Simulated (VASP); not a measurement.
A run of VASP 6.6.1 is set up as follows.

The input INCAR:

```
  ALGO = Normal
  EDIFF = 1E-6
  EDIFFG = -0.005
  ENCUT = 600
  GGA = RE
  IBRION = 2
  ISIF = 3
  ISMEAR = -1
  IVDW = 13
  LASPH = T
  LCHARG = F
  LREAL = F
  LWAVE = F
  NELM = 100
  NSW = 80
  PREC = Accurate
  SIGMA = 0.05
```

File KPOINTS:

```
k-points
0
Gamma
  13 13 13
```

Contents of POSCAR:

```
C
1.0
    0.0000000000      1.7833700000      1.7833700000
    1.7833700000      0.0000000000      1.7833700000
    1.7833700000      1.7833700000      0.0000000000
C
2
Direct
    0.7500000000      0.7500000000      0.7500000000
    0.5000000000      0.5000000000      0.5000000000
```

Potentials or basis: VASP PAW PBE potentials, release 64 (C).

The run is started by

```bash
$ cat potpaw_PBE.64/C/POTCAR > POTCAR
$ mpirun -np 1 vasp_std > vasp.out
```

Task: What does it give for the dispersion energy per atom?

Result: -0.507 eV.

Task: Estimate the relaxed volume.

Result: 5.59 Å³/atom.

Step by step:
| step | energy change (eV) | largest force (eV/Å) | pressure (GPa) | volume (Å³) |
| --- | --- | --- | --- | --- |
| 1 | 0.0000 | 0.0000 | -6.60 | 11.34 |
| 2 | 0.0020 | 0.0000 | 8.74 | 10.96 |
| 3 | -0.0036 | 0.0000 | -0.01 | 11.17 |

Caveat: the PAW data sets were made with another functional, which shifts forces and pressure a little.

The cell as given is a measured one (5.67 Å³/atom); revPBE+D4 puts the equilibrium volume -1.5 % from it, thermal expansion not counted.
